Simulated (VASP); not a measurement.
Runs of VASP 6.6.1 on H8Os3. The structure is that of space group Pm-3m (No. 221), or close to it. The cells are those of the table. 

| task | cell | k mesh | cutoff (eV) | gap on the mesh (eV) | pressure (GPa) | relaxed volume (Å³/atom) | largest force (eV/Å) |
| --- | --- | --- | --- | --- | --- | --- | --- |
| single point | a = 5.235 Å, 11 atoms | 4 × 4 × 4 | 520 | none | 0.3 | - | 0.11 |
| relaxation of cell and atoms | relaxed from a = 5.235 Å, 11 atoms | 8 × 8 × 8 | 600 | none | 0.0 | (a) | - |
| relaxation of cell and atoms | relaxed from a = 4.479 Å, 11 atoms | 4 × 4 × 4 | 600 | none | 0.1 | 13.03 | 0.02 |
| single point | a = 5.239 Å, 11 atoms | 8 × 8 × 8 | 520 | none | 0.4 | - | (b) |

Alike in all rows: level PBE; potentials or basis VASP PAW PBE potentials, release 64 (H, Os); no spin polarisation; smearing gaussian 0.1 eV.

Q: Fill in the values left out.

A: (a) 13.20; (b) 0.12.

Caveats: spin-orbit coupling is left out, which moves the levels of the heavy elements; the volume moved by over 15 % at a fixed basis, so the end points are rough (some runs).

A k mesh can miss the band edges, and the runs leave out spin-orbit coupling on Os.

A gap of «none» marks levels without a gap at the run's occupations.
